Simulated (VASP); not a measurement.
A run of VASP 6.6.1:

Contents of INCAR:

```
  ALGO = Normal
  EDIFF = 1E-6
  ENCUT = 520
  GGA = PE
  ISIF = 2
  ISMEAR = -1
  LASPH = True
  LCHARG = True
  LELF = True
  LREAL = Auto
  LVHAR = True
  LWAVE = False
  NBANDS = 52
  NELM = 60
  PREC = Accurate
  SIGMA = 0.02
```

Contents of KPOINTS:

```
k-points
0
Gamma
  2 2 2
```

File POSCAR:

```
TiSi16
1.0
    0.0000000000      5.4300000000      5.4300000000
    5.4300000000      0.0000000000      5.4300000000
    5.4300000000      5.4300000000      0.0000000000
Si Ti
16 1
Direct
    0.0982504604      0.0112891344     -0.0362246777
    0.1575782689      0.0468600368      0.2016482505
    0.1044014733     -0.0745856354      0.5612338858
    0.0546224678      0.1900184162      0.6472375691
    0.0070257827      0.4666390424      0.0126427256
    0.0115469613      0.6460405157      0.1788029466
   -0.2483333333      0.5439686924      0.6509484346
    0.0921823204      0.5710589319      0.6262154696
    0.5040147330      0.0077348066     -0.0020994475
    0.6562615101      0.0919705341      0.1259116022
    0.4099723757      0.2001381215      0.5318876611
    0.7038766114      0.1415009208      0.6270441989
    0.5086832413      0.5062154696      0.0119060773
    0.6330939227      0.6128729282      0.1558379374
    0.4913535912      0.5321270718      0.5287569061
    0.4008931860      0.7990147330      0.6784254144
    0.8281675875      0.8582780847      0.4323296501
```

Potentials or basis: VASP PAW PBE potentials, release 64 (Si, Ti_sv).

The run is started by

```console
$ cat potpaw_PBE.64/Si/POTCAR potpaw_PBE.64/Ti_sv/POTCAR > POTCAR
$ mpirun -np 1 vasp_std > vasp.out
```

Hardware: 1 thread of Intel(R) Xeon(R) 6975P-C (Granite Rapids), with other jobs on the host.

Problem. How long does it take, and how much memory?

Solution. It took 3.3 min on 1 thread of Intel(R) Xeon(R) 6975P-C (Granite Rapids) (shared host), peak memory 0.5 GiB. Counts: scf iterations 16, k points 8.
